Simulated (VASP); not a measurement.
**Cu3Pt: single point with LDA**

The system is Cu3Pt.

```xyz
4
Lattice="3.5035 0.0000 0.0000 0.0000 3.5035 0.0000 0.0000 0.0000 3.5035" Properties=species:S:1:pos:R:3 pbc="T T T"
Cu    0.0000    1.7518    1.7518
Cu    1.7518    0.0000    1.7518
Cu    1.7518    1.7518    0.0000
Pt    0.0000    0.0000    0.0000
```

* Program: VASP 6.6.1
* Task: single point
* Functional: LDA
* Potentials or basis: VASP PAW LDA potentials, release 64 (Cu, Pt)
* Cutoff: 520 eV
* k mesh: 6 × 6 × 6
* Occupations: fermi-dirac, width 0.1 eV
* Spin: no spin polarisation
* Dipole correction: no
* Further INCAR settings: ALGO = Normal; EDIFF = 1e-07; NBANDS = 30

```
Pressure : 31.0 GPa
```

Levels at points of the mesh, in eV from the Fermi level:
| k point | band 20 | band 21 | band 22 | band 23 | band 24 | band 25 |
| --- | --- | --- | --- | --- | --- | --- |
| (0.00, 0.00, 0.00) | 0.01 | 0.01 | 1.75 | 1.75 | 1.75 | 8.44 |
| (0.50, 0.00, 0.00) | -1.40 | -1.25 | -0.06 | 7.40 | 7.40 | 8.49 |
| (0.50, 0.50, 0.00) | -1.80 | -0.01 | -0.01 | 1.16 | 2.18 | 10.01 |
| (0.50, 0.50, 0.50) | -0.80 | -0.80 | -0.80 | -0.52 | -0.52 | 4.81 |

Run time: 46 s on 1 thread of AMD EPYC 7R43 64-Core Processor (Zen 3) (shared host), peak memory 0.11 GiB.

Caveat: spin-orbit coupling is left out, which moves the levels of the heavy elements.
